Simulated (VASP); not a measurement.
MgO, 4 atoms in the cell. The structure is hexagonal, space group P6_3/mmc (No. 194). The conventional cell has a = 3.486 Å, b = 3.486 Å, c = 4.648 Å, α = 90.00°, β = 90.00°, γ = 120.00°. Within 2.7 Å of Mg (site symmetry -6m2) lie 5 O at 2.01 to 2.32 Å. O (site symmetry -6m2) has 5 Mg at 2.01 to 2.32 Å within 2.7 Å.  This cell differs from its parent crystal: strain +0.1125 x Voigt [0, 0, 1, 0, 0, 0].

* Program: VASP 6.6.1
* Task: single point
* Functional: PBEsol
* Potentials or basis: VASP PAW PBE potentials, release 64 (Mg, O)
* Cutoff: 520 eV
* k mesh: 9 × 9 × 6
* Occupations: gaussian, width 0.05 eV
* Spin: no spin polarisation
* Dipole correction: no
* Further INCAR settings: ALGO = Normal; EDIFF = 1e-06; NBANDS = 16

Potentials or basis: VASP PAW PBE potentials, release 64 (Mg, O).

Command:

```console
$ cat potpaw_PBE.64/Mg/POTCAR potpaw_PBE.64/O/POTCAR > POTCAR
$ mpirun -np 1 vasp_std > vasp.out
```

Hardware: 1 thread of Intel Xeon 8259CL, on a shared host.

Q: How long does it take, and how much memory?

A: Run time: 57 s on 1 thread of Intel Xeon 8259CL, with other jobs on the host, peak memory 0.19 GiB. Counts: scf iterations 13, k points 48.
